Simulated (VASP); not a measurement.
# Sn8O15 (a cell with a defect) in VASP: single point with PBE

Aim: the single point of Sn8O15 (a cell with a defect) with PBE.

All numbers are computed with VASP 6.6.1; they aren't measurements. Logs are shortened: lines on timing, memory, paths and dates and some standing lists are left out, and cuts for length are marked.

**1. The cell of the first run**

The cell holds a defect, 23 atoms: a = 6.827 Å, b = 6.827 Å, c = 8.077 Å, α = 114.99°, β = 114.99°, γ = 90.02°.

**2. Single point, PBE**

INCAR

```
PREC = Accurate ; ENCUT = 520
EDIFF = 1E-6 ; ISMEAR = 0
SIGMA = 0.01 ; LREAL = Auto
LASPH = T ; NELM = 60
ALGO = Normal ; ISIF = 2
LWAVE = F ; LCHARG = F
GGA = PE ; NBANDS = 118
```

KPOINTS

```
regular mesh
0
Gamma
  3 3 3
```

POSCAR

```
Sn8O15
1.0
    4.8265176369     -4.8283676022      0.0000000000
    4.8265176369      4.8283676022      0.0000000000
   -4.8265176369      0.0000000000      6.4763333159
Sn O
8 15
Direct
    0.1219388375      0.6135690503      0.2444664334
    0.3741507429      0.8778526628      0.7489022427
    0.6250271405      0.1287746623      0.2506438254
    0.8773069466      0.3684249632      0.7551980024
   -0.0004210118     -0.0008555856     -0.0002496938
    0.2497974698      0.2478483896      0.5001815286
    0.4995784486      0.5021630348     -0.0002752712
    0.7493695907      0.7472176598      0.4993436590
    0.2521582883      0.5571431455      0.5050954825
    0.4995006454      0.8084474684     -0.0002249639
    0.7467289653      0.0515099967      0.4942220068
    0.4310291866      0.6182262899      0.2481713966
    0.6814113018      0.8861369673      0.7502054374
    0.9309783056      0.1357294592      0.2493084663
    0.1826374333      0.3699406640      0.7512971402
    0.8165654612      0.6184540224      0.2481834908
    0.0681968034      0.8863376650      0.7502063056
    0.3177374881      0.1359316848      0.2493040223
    0.5680835339      0.3701587976      0.7512924112
   -0.0002859129      0.6976278494     -0.0002008211
    0.2458810374      0.9370819018      0.4921917668
    0.4996853043      0.1945357103     -0.0002625413
    0.7535459450      0.4445439749      0.5074872766
```

Potentials or basis: VASP PAW PBE potentials, release 64 (Sn_d, O).

Started as:

```sh
$ cat potpaw_PBE.64/Sn_d/POTCAR potpaw_PBE.64/O/POTCAR > POTCAR
$ mpirun -np 1 vasp_std > vasp.out
```

OUTCAR:

```text
PREC = Accurate
   ENCUT = 520
   EDIFF = 1E-6
   ISMEAR = 0
   LREAL = Auto
   LASPH = T
   NELM = 60
   ISIF = 2
   GGA = PE

 ion  position               nearest neighbor table
   1  0.122  0.614  0.244-  16 2.10  12 2.10  21 2.11   9 2.12  20 2.12   4 3.17   2 3.27   5 3.71
                             6 3.75
   2  0.374  0.878  0.749-   9 2.08  22 2.08  13 2.09  17 2.09  21 2.10  10 2.10   3 3.25   1 3.27
                             6 3.74
   3  0.625  0.129  0.251-  11 2.08  22 2.08  14 2.09  18 2.09  23 2.10  10 2.10   2 3.25   4 3.27
                             8 3.74
   4  0.877  0.368  0.755-  19 2.10  15 2.10  23 2.11  11 2.12  20 2.12   1 3.17   3 3.27   5 3.71
                             8 3.75
   5  1.000  0.999  1.000-  20 2.06  17 2.09  13 2.09  14 2.09  18 2.09   8 3.24   6 3.24   4 3.71
                             1 3.71
   6  0.250  0.248  0.500-  15 2.09  19 2.09  21 2.09   9 2.10  14 2.10  18 2.10   7 3.24   5 3.24
                             2 3.74   1 3.75
   7  0.500  0.502  1.000-  19 2.08  15 2.08  16 2.08  12 2.08  10 2.09  22 2.10   6 3.24   8 3.24

   8  0.749  0.747  0.499-  12 2.09  16 2.09  23 2.09  11 2.10  13 2.10  17 2.10   7 3.24   5 3.24
                             3 3.74   4 3.75
   9  0.252  0.557  0.505-   2 2.08   6 2.10   1 2.12
  10  0.500  0.808  1.000-   7 2.09   2 2.10   3 2.10
  11  0.747  0.052  0.494-   3 2.08   8 2.10   4 2.12
  12  0.431  0.618  0.248-   7 2.08   8 2.09   1 2.10
  13  0.681  0.886  0.750-   5 2.09   2 2.09   8 2.10
  14  0.931  0.136  0.249-   5 2.09   3 2.09   6 2.10
  15  0.183  0.370  0.751-   7 2.08   6 2.09   4 2.10
  16  0.817  0.618  0.248-   7 2.08   8 2.09   1 2.10
  17  0.068  0.886  0.750-   5 2.09   2 2.09   8 2.10
  18  0.318  0.136  0.249-   5 2.09   3 2.09   6 2.10
  19  0.568  0.370  0.751-   7 2.08   6 2.09   4 2.10
  20  1.000  0.698  1.000-   5 2.06   1 2.12   4 2.12
  21  0.246  0.937  0.492-   6 2.09   2 2.10   1 2.11
  22  0.500  0.195  1.000-   2 2.08   3 2.08   7 2.10
  23  0.754  0.445  0.507-   8 2.09   3 2.10   4 2.11

  LATTYP: Found a face centered orthorhombic cell.
 ALAT       =     9.6530352738
 B/A-ratio  =     1.0003832919
 C/A-ratio  =     1.3418231949

  Lattice vectors:

 A1 = (   0.0000000000,   4.8283676022,   6.4763333159)
 A2 = (   4.8265176369,   0.0000000000,   6.4763333159)
 A3 = (   4.8265176369,   4.8283676022,   0.0000000000)

Analysis of symmetry for initial positions (statically):
=====================================================================
 Subroutine PRICEL returns:
 Original cell was already a primitive cell.

 Routine SETGRP: Setting up the symmetry group for a
 face centered orthorhombic supercell.

 Subroutine GETGRP returns: Found  1 space group operations
 (whereof  1 operations were pure point group operations)
 out of a pool of  8 trial point group operations.

The static configuration has the point symmetry C_1 .

Analysis of symmetry for dynamics (positions and initial velocities):
=====================================================================
 Subroutine PRICEL returns:
 Original cell was already a primitive cell.

 Routine SETGRP: Setting up the symmetry group for a
 face centered orthorhombic supercell.

 Subroutine GETGRP returns: Found  1 space group operations
 (whereof  1 operations were pure point group operations)
 out of a pool of  8 trial point group operations.

The dynamic configuration has the point symmetry C_1 .

 Subroutine INISYM returns: Found  1 space group operations
 (whereof  1 operations are pure point group operations),
 and found     1 'primitive' translations

----------------------------------------------------------------------------------------

                                     Primitive cell

  volume of cell :     301.8516

  direct lattice vectors                    reciprocal lattice vectors
     4.826517637 -4.828367602  0.000000000     0.103594359 -0.103554667  0.077204180
     4.826517637  4.828367602  0.000000000     0.103594359  0.103554667  0.077204180
    -4.826517637  0.000000000  6.476333316     0.000000000  0.000000000  0.154408359

  length of vectors
     6.827034949  6.827034949  8.077014654     0.165577310  0.165577310  0.154408359

  position of ions in fractional coordinates (direct lattice)
     0.121938837  0.613569050  0.244466433
     0.374150743  0.877852663  0.748902243
     0.625027141  0.128774662  0.250643825
     0.877306947  0.368424963  0.755198002
     0.999578988  0.999144414  0.999750306
     0.249797470  0.247848390  0.500181529
[... 15 lines left out ...]
     0.499685304  0.194535710  0.999737459
     0.753545945  0.444543975  0.507487277

  ion indices of the primitive-cell ions
   primitive index   ion index
                 1           1
                 2           2
                 3           3
                 4           4
                 5           5
                 6           6
[... 15 lines left out ...]
                22          22
                23          23

----------------------------------------------------------------------------------------

 KPOINTS: regular mesh

Automatic generation of k-mesh.
 Grid dimensions read from file:
 generate k-points for:    3    3    3

 Generating k-lattice:

  Cartesian coordinates                     Fractional coordinates (reciprocal lattice)
     0.034531453 -0.034518222  0.025734727     0.333333333  0.000000000  0.000000000
     0.034531453  0.034518222  0.025734727     0.000000000  0.333333333  0.000000000
     0.000000000  0.000000000  0.051469453     0.000000000  0.000000000  0.333333333

  Length of vectors
     0.055192437  0.055192437  0.051469453

  Shift w.r.t. Gamma in fractional coordinates (k-lattice)
     0.000000000  0.000000000  0.000000000

 Subroutine IBZKPT returns following result:
 ===========================================

 Found     14 irreducible k-points:

 Following reciprocal coordinates:
            Coordinates               Weight
  0.000000  0.000000  0.000000      1.000000
  0.333333  0.000000  0.000000      2.000000
  0.000000  0.333333 -0.333333      2.000000
 -0.000000 -0.333333 -0.000000      2.000000
 -0.333333 -0.000000  0.333333      2.000000
  0.333333  0.333333  0.000000      2.000000
  0.333333  0.333333  0.333333      2.000000
 -0.333333  0.333333  0.000000      2.000000
  0.000000  0.000000  0.333333      2.000000
  0.333333  0.000000  0.333333      2.000000
  0.000000  0.333333  0.333333      2.000000
 -0.333333  0.333333  0.333333      2.000000
 -0.333333  0.333333 -0.333333      2.000000
 -0.333333 -0.333333  0.333333      2.000000
   k-points           NKPTS =     14   k-points in BZ     NKDIM =     14   number of bands    NBANDS=    118
   number of dos      NEDOS =    301   number of ions     NIONS =     23
   total plane-waves  NPLWV = 174960
   dimension x,y,z NGX =    54 NGY =   54 NGZ =   60
   dimension x,y,z NGXF=   108 NGYF=  108 NGZF=  120
   ions per type =               8  15
   NGX,Y,Z   is equivalent  to a cutoff of  13.15, 13.15, 12.35 a.u.
   NGXF,Y,Z  is equivalent  to a cutoff of  26.30, 26.30, 24.70 a.u.
 SYSTEM =  unknown system
   PREC   = accura    normal or accurate (medium, high low for compatibility)
   ISTART =      0    job   : 0-new  1-cont  2-samecut
   ICHARG =      2    charge: 1-file 2-atom 10-const
   ISPIN  =      1    spin polarized calculation?
   LNONCOLLINEAR =      F non collinear calculations
   LSORBIT =      F    spin-orbit coupling
   LASPH  =      T    aspherical Exc in radial PAW
   ENCUT  =  520.0 eV  38.22 Ry    6.18 a.u.  12.69 12.69 15.02*2*pi/ulx,y,z
   NELM   =     60;   NELMIN=  2; NELMDL= -5     # of ELM steps
   EDIFF  = 0.1E-05   stopping-criterion for ELM
   LREAL  =      T    real-space projection
   EDIFFG = 0.1E-04   stopping-criterion for IOM
   NSW    =      0    number of steps for IOM
   IBRION =     -1    ionic relax: 0-MD 1-quasi-New 2-CG
   NFREE  =      0    steps in history (QN), initial steepest desc. (CG)
   ISIF   =      2    stress and relaxation
   ISYM   =      2    0-nonsym 1-usesym 2-fastsym
   POTIM  = 0.5000    time-step for ionic-motion
   TEBEG  =    0.0;   TEEND  =   0.0 temperature during run
   PSTRESS=    0.0 pullay stress
   NELECT =     202.0000    total number of electrons
   NUPDOWN=      -1.0000    fix difference up-down
   EMIN   =  10.00;   EMAX   =-10.00  energy-range for DOS
   EFERMI =   0.00;   METHOD = LEGACY
   ISMEAR =     0;   SIGMA  =   0.01  broadening in eV -4-tet -1-fermi 0-gaus
   EFERMI_NEDOS =   21; number of points for ismear=-14 and -15
   IALGO  =     38    algorithm
   IMIX   =      4    mixing-type and parameters
     AMIX     =   0.40;   BMIX     =  1.00
     AMIX_MAG =   1.60;   BMIX_MAG =  1.00
  volume/ion in A,a.u.               =      13.12        88.56
  Fermi-wavevector in a.u.,A,eV,Ry     =   1.431949  2.705991 27.898437  2.050477
  Thomas-Fermi vector in A             =   2.551630
   LORBIT       =      0    0 simple, 1 ext, 2 COOP (PROOUT), +10 PAW based schemes
   GGA     = PE    functional components
   LHFCALC =     F    Hartree Fock is set to
   AEXX    =    0.0000 exact exchange contribution
   IVDW    =     0    specifies the selected vdW correction
   LEPSILON=     F    determine dielectric tensor
   LRPA    =     F    only Hartree local field effects (RPA)
 non-spin polarized calculation
 Gauss-broadening in eV      SIGMA  =   0.01
  energy-cutoff  :      520.00
  volume of cell :      301.85
 maximum number of plane-waves:      8148
 NGX is ok and might be reduce to    54
   NGX = 25   NGY = 25   NGZ = 29

 number of electron     202.0000021 magnetization

 Free energy of the ion-electron system (eV)
  ---------------------------------------------------
  ext. energy  EPLUGINS =         0.00000000
  ---------------------------------------------------
  free energy    TOTEN  =      -140.45800206 eV

  energy without entropy =     -140.45800206  energy(sigma->0) =     -140.45800206

 E-fermi :   6.6325     XC(G=0): -10.8463

 val. band max:        6.5753478186   @ k =   0.3333   0.0000   0.3333
 cond. band min:       7.6321210451   @ k =  -0.0000  -0.3333  -0.0000
 fundamental gap:      1.0567732265
 Fermi energy:         6.6325349209

 k-point     1 :       0.0000    0.0000    0.0000
  band No.  band energies     occupation
      1     -15.6035      2.00000
      2     -15.4574      2.00000
      3     -15.3194      2.00000
      4     -15.2309      2.00000
      5     -15.1862      2.00000
      6     -15.1787      2.00000
[... 105 lines left out ...]
    112      12.6638      0.00000
    113      12.7622      0.00000

 k-point     2 :       0.3333    0.0000    0.0000
  band No.  band energies     occupation
      1     -15.5442      2.00000
      2     -15.5091      2.00000
      3     -15.4382      2.00000
      4     -15.3273      2.00000
      5     -15.2936      2.00000
      6     -15.2248      2.00000
[... 1384 lines left out ...]
 k-point    14 :      -0.3333   -0.3333    0.3333
  band No.  band energies     occupation
      1     -15.5729      2.00000
      2     -15.4845      2.00000
      3     -15.4330      2.00000
      4     -15.3344      2.00000
      5     -15.3171      2.00000
      6     -15.2861      2.00000
[... 105 lines left out ...]
    112      12.8060      0.00000
    113      12.8490      0.00000
 [bands above 113 left out]

------------------------ aborting loop because EDIFF is reached ----------------------------------------

  FORCE on cell =-STRESS in cart. coord.  units (eV):
  Direction    XX          YY          ZZ          XY          YZ          ZX
  --------------------------------------------------------------------------------------
  -------------------------------------------------------------------------------------
  Total        3.0108715      2.9617215      1.5153737     -3.0001417      0.0221786      0.0156110
  in kB       15.9812004     15.7203203      8.0433489    -15.9242484      0.1177202      0.0828603
  external PRESSURE =      13.2482899 kB  Pullay stress =       0.0000000 kB

 VOLUME and BASIS-vectors are now :
 -----------------------------------------------------------------------------
  energy-cutoff  :      520.00
  volume of cell :      301.85
      direct lattice vectors                 reciprocal lattice vectors
     4.826517637 -4.828367602  0.000000000     0.103594359 -0.103554667  0.077204180
     4.826517637  4.828367602  0.000000000     0.103594359  0.103554667  0.077204180
    -4.826517637  0.000000000  6.476333316     0.000000000  0.000000000  0.154408359

 POSITION                                       TOTAL-FORCE (eV/Angst)
 -----------------------------------------------------------------------------------
      2.37002      2.37377      1.58325        -0.012756     -0.018775     -0.040393
      2.42823      2.43206      4.85014        -0.001223      0.009184      0.006392
      2.42850     -2.39609      1.62325        -0.006855      0.000626     -0.004544
      2.36757     -2.45707      4.89091        -0.018564     -0.011316      0.044813
      4.82156     -0.00210      6.47472         0.038692      0.043000     -0.001190
     -0.01224     -0.00941      3.23934        -0.004668     -0.010481     -0.002290
[... 15 lines left out ...]
     -1.47458     -1.47337      6.47463         0.010587      0.011837      0.000181
      3.33321     -1.49198      3.28666         0.007346      0.007480      0.007572
 -----------------------------------------------------------------------------------
    total drift:                                0.009969     -0.006469      0.010612

  FREE ENERGIE OF THE ION-ELECTRON SYSTEM (eV)
  ---------------------------------------------------
  free  energy   TOTEN  =      -140.4580020563 eV

  energy  without entropy=     -140.4580020563  energy(sigma->0) =     -140.45800206
```

Wall time 15 min (1 thread of Intel Xeon Platinum 8488C (Sapphire Rapids), shared host); peak memory 0.59 GiB.

Results:

- Free energy: -140.4580 eV
- Pressure: 1.3 GPa
- Largest force: 0.058 eV/Å
- Band gap on the k mesh: 1.06 eV

Forces in eV/Å, atoms in the order of the input:
```
Sn  -0.013 -0.019 -0.040
Sn  -0.001  0.009  0.006
Sn  -0.007  0.001 -0.005
Sn  -0.019 -0.011  0.045
Sn   0.039  0.043 -0.001
Sn  -0.005 -0.010 -0.002
Sn   0.003  0.003  0.003
Sn   0.001 -0.007  0.002
O   -0.007 -0.008 -0.003
O   -0.009 -0.010 -0.002
O   -0.010 -0.009  0.005
O   -0.018  0.020  0.001
O   -0.007  0.013 -0.006
O   -0.009  0.015  0.006
O   -0.020  0.019  0.000
O    0.016 -0.019 -0.001
O    0.016 -0.009 -0.006
O    0.014 -0.009  0.005
O    0.020 -0.022  0.000
O   -0.014 -0.013 -0.004
O    0.010  0.007 -0.010
O    0.011  0.012  0.000
O    0.007  0.007  0.008
```

Stress tensor (GPa, compression positive):
```
 1.60 -1.59  0.01
-1.59  1.57  0.01
 0.01  0.01  0.80
```

Caveat: spin-orbit coupling is left out, which moves the levels of the heavy elements.
